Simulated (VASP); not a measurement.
Wanted: the native input for a VASP 6.6.1 run.

```yaml
Task: single point
Functional: PBE
Potentials_or_basis: VASP PAW PBE potentials, release 64 (Fe_sv, O)
Cutoff: 600 eV
k_mesh: 11 × 11 × 11
Occupations: fermi-dirac, width 0.05 eV
Spin: collinear spin, ferromagnetic start
Starting_moments: "[3.0, 0.0] μB"
Dipole_correction: no
Second_run: valence_matched
Further_INCAR_settings: ALGO = Normal; EDIFF = 1e-06; NBANDS = 22
```

The structure of FeO lies in POSCAR:

```
FeO
1.0
    0.0000000000      2.1262695598      2.1262695598
    2.1262695598      0.0000000000      2.1262695598
    2.1262695598      2.1262695598      0.0000000000
Fe O
1 1
Direct
    0.0000000000      0.0000000000      0.0000000000
    0.5000000000      0.5000000000      0.5000000000
```

These files were run (other wordings do the same):

INCAR

```
SYSTEM = FeO
PREC = Accurate ; ENCUT = 600
EDIFF = 1E-6 ; ISMEAR = -1
SIGMA = 0.05 ; LREAL = .FALSE.
LASPH = .TRUE. ; NELM = 200
ALGO = Normal ; ISIF = 2
LWAVE = .FALSE. ; LCHARG = .FALSE.
ISPIN = 2 ; MAGMOM = 3 0
LORBIT = 11 ; LMAXMIX = 4
GGA = PE ; NBANDS = 22
GGA_COMPAT = .FALSE.
```

KPOINTS

```
regular mesh
0
G
  11 11 11
  0 0 0
```

Potentials or basis: VASP PAW PBE potentials, release 64 (Fe_sv, O).

Run with:

```console
$ cat potpaw_PBE.64/Fe_sv/POTCAR potpaw_PBE.64/O/POTCAR > POTCAR
$ mpirun -np 1 vasp_std > vasp.out
```

Results of the run:

- Pressure: 5.6 GPa
- Band gap on the k mesh: zero (filled and empty bands overlap)
- Net moment: 4.00 μB per cell
- Site moments: Fe +3.47; O +0.30 μB
- Valence electrons inside the program's atomic spheres: Fe 13.63; O 5.02

Caveat: a cell with one magnetic atom can't hold antiferromagnetic order, which such compounds often take; semilocal functionals often make such compounds metallic where correlation or magnetic order opens a gap, which also shifts bond lengths.

It took 18 s on 1 thread of Intel(R) Xeon(R) 6975P-C (Granite Rapids), with other jobs on the host, peak memory 0.17 GiB.
